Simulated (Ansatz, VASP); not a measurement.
## One calculation of PbS, two programs

INCAR

```
SYSTEM = PbS
ALGO = Normal
EDIFF = 1E-6
EDIFFG = -0.005
ENCUT = 600
GGA = PS
IBRION = 2
ISIF = 3
ISMEAR = -1
LASPH = .True.
LCHARG = .False.
LREAL = .False.
LWAVE = .False.
NELM = 80
NSW = 60
PREC = Accurate
SIGMA = 0.1
```

KPOINTS

```
k-points
0
Gamma
  14 14 14
  0 0 0
```

Contents of POSCAR:

```
PbS
1.0
    0.0000000000      2.6934405028      2.6934405028
    2.6934405028      0.0000000000      2.6934405028
    2.6934405028      2.6934405028      0.0000000000
Pb S
1 1
Direct
    0.0000000000      0.0000000000      0.0000000000
    0.5000000000      0.5000000000      0.5000000000
```

Input for Ansatz:

```yaml
crystal:
  lattice:
    - [0.0, 2.6934405028, 2.6934405028]
    - [2.6934405028, 0.0, 2.6934405028]
    - [2.6934405028, 2.6934405028, 0.0]
  atoms:
    - { symbol: Pb, position: [0.0, 0.0, 0.0] }
    - { symbol: S, position: [0.5, 0.5, 0.5] }
kpoints:
  mp_grid: { grid: [14, 14, 14] }
scf:
  occupations: { method: fermi_dirac, width: 0.1 }
hamiltonian:
  xc: pbesol
  pseudopotentials: { kind: paw }
output:
  forces: true
  stress: true
relax:
  f_tol: 0.005
  max_steps: 40
  cell: {}
```

Alike in both runs: task relaxation of cell and atoms; functional PBEsol; k mesh 14 × 14 × 14; occupations fermi-dirac, width 0.1 eV; no spin polarisation.

|  | VASP | Ansatz |
| --- | --- | --- |
| version | VASP 6.6.1 | Ansatz 0.2.0 |
| potentials or method | VASP PAW PBE potentials, release 64 (Pb_d, S) | PAW with Ansatz's default frozen-core files, scalar-relativistic |
| plane-wave cutoff (eV) | 600 | 420 |
| valence electrons in the cell | 20 | 20 |

VASP gave:

```
relaxed volume (Å³/atom)                                     : 25.68
relaxed cell length with the largest relative difference (Å) : 4.172
```

**Question.** Which values does Ansatz return?

**Answer.** Relaxed volume (Å³/atom): 25.71; relaxed cell length with the largest relative difference (Å): 4.174.

VASP's potentials were made for PBE, not for PBEsol.

Neither program's run includes spin-orbit coupling. Noted on VASP's run: the volume moved by over 15 % at a fixed basis, so the end points are rough.
